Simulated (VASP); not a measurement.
A run of VASP 6.6.1 is set up as follows.

Contents of INCAR:

```
SYSTEM = Si3N4
PREC = Accurate
ENCUT = 520
EDIFF = 1E-7
ISMEAR = 0
SIGMA = 0.02
LREAL = .False.
LASPH = .True.
NELM = 120
ALGO = Normal
ISIF = 2
LWAVE = .False.
LCHARG = .False.
IBRION = 2
NSW = 50
EDIFFG = -0.01
GGA_COMPAT = .False.
NELMIN = 4
```

File KPOINTS:

```
regular mesh
0
Gamma
  6 6 6
  0 0 0
```

File POSCAR:

```
Si3N4
1.0
    0.0000000000      3.9576299534      3.9576299534
    3.9576299534      0.0000000000      3.9576299534
    3.9576299534      3.9576299534      0.0000000000
Si N
6 8
Direct
    0.1250000000      0.1250000000      0.6250000000
    0.1250000000      0.6250000000      0.1250000000
    0.6250000000      0.1250000000      0.1250000000
    0.1250000000      0.1250000000      0.1250000000
    0.7500000000      0.7500000000      0.7500000000
    0.5000000000      0.5000000000      0.5000000000
    0.3672207259      0.3672207259      0.3672207259
    0.3516621778      0.8827792741      0.8827792741
    0.8827792741      0.8827792741      0.3516621778
    0.8827792741      0.3516621778      0.8827792741
    0.3672207259      0.3672207259      0.8983378222
    0.3672207259      0.8983378222      0.3672207259
    0.8827792741      0.8827792741      0.8827792741
    0.8983378222      0.3672207259      0.3672207259
```

Potentials or basis: VASP PAW LDA potentials, release 64 (Si, N).

The run is started by

```console
$ cat potpaw_LDA.64/Si/POTCAR potpaw_LDA.64/N/POTCAR > POTCAR
$ mpirun -np 1 vasp_std > vasp.out
```

Question: Predict the band gap on the k mesh.

Answer: 3.02 eV (least direct gap 3.08 eV).

Question: Estimate the energy gained by relaxing.

Answer: 0.1 meV/atom.

Final structure:
```
Si N
1.0
     0.00000    3.95763    3.95763
     3.95763    0.00000    3.95763
     3.95763    3.95763    0.00000
Si N
6 8
Direct
  0.12500 0.12500 0.62500
  0.12500 0.62500 0.12500
  0.62500 0.12500 0.12500
  0.12500 0.12500 0.12500
  0.75000 0.75000 0.75000
  0.50000 0.50000 0.50000
  0.36705 0.36705 0.36705
  0.35114 0.88295 0.88295
  0.88295 0.88295 0.35114
  0.88295 0.35114 0.88295
  0.36705 0.36705 0.89886
  0.36705 0.89886 0.36705
  0.88295 0.88295 0.88295
  0.89886 0.36705 0.36705
```

A k mesh can miss the band edges.
